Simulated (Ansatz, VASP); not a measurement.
**Two plane-wave programs on Al**

```
CELL_PARAMETERS angstrom
0.00000 2.05145 2.05145
2.05145 0.00000 2.05145
2.05145 2.05145 0.00000
ATOMIC_POSITIONS crystal
Al 0.00000 0.00000 0.00000
```

Alike in both runs: task single point; functional BHLYP; k mesh 6 × 6 × 6; occupations fermi-dirac, width 0.05 eV; no spin polarisation.

```csv
,VASP,Ansatz
version,VASP 6.6.1,Ansatz 0.2.0
potentials or method,"VASP PAW PBE potentials, release 64 (Al)",Ansatz PAW
plane-wave cutoff (eV),520,420
valence electrons in the cell,3,3
```

VASP gave:

- gap on the k mesh at the Fermi level (eV): none
- pressure (GPa): -1.9

Question: Estimate Ansatz's values.

Answer: gap on the k mesh at the Fermi level (eV): none; pressure (GPa): -2.2.

VASP's potentials were made for PBE, not for BHLYP. A gap of «none» marks a metal or a gap that the smearing closes.

The k mesh is coarse, so the values compare programs but aren't converged.
